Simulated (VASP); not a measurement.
Input of a VASP 6.6.1 run:

The input INCAR:

```
PREC = Accurate
ENCUT = 520
EDIFF = 1E-6
ISMEAR = 0
SIGMA = 0.15
LREAL = F
LASPH = T
NELM = 60
ALGO = Normal
ISIF = 2
LWAVE = F
LCHARG = F
GGA = PE
NBANDS = 18
```

KPOINTS

```
regular mesh
0
Gamma
  18 18 18
```

Contents of POSCAR:

```
Si2W
1.0
   -1.5909520819      1.5909520819      4.3759137012
    1.5909520819     -1.5909520819      4.3759137012
    1.5909520819      1.5909520819     -4.3759137012
Si W
2 1
Direct
    0.3345726944      0.3345726944      0.0000000000
    0.6654273056      0.6654273056      0.0000000000
    0.0000000000      0.0000000000      0.0000000000
```

Potentials or basis: VASP PAW PBE potentials, release 64 (Si, W_sv).

Run with:

```bash
$ cat potpaw_PBE.64/Si/POTCAR potpaw_PBE.64/W_sv/POTCAR > POTCAR
$ mpirun -np 1 vasp_std > vasp.out
```

**Question.** Estimate the pressure.

**Answer.** -12.9 GPa.

**Question.** Predict the largest force.

**Answer.** 0.404 eV/Å.

**Question.** What does it give for the band gap on the k mesh?

**Answer.** Zero (bands 11 and 12 overlap by 1.93 eV).

Stress tensor (GPa, compression positive):
```
 -2.34   0.00   0.00
  0.00  -2.34   0.00
  0.00   0.00 -34.14
```

Caveat: the stress differs along the axes, from -34 to -2 GPa; spin-orbit coupling is left out, which moves the levels of the heavy elements.
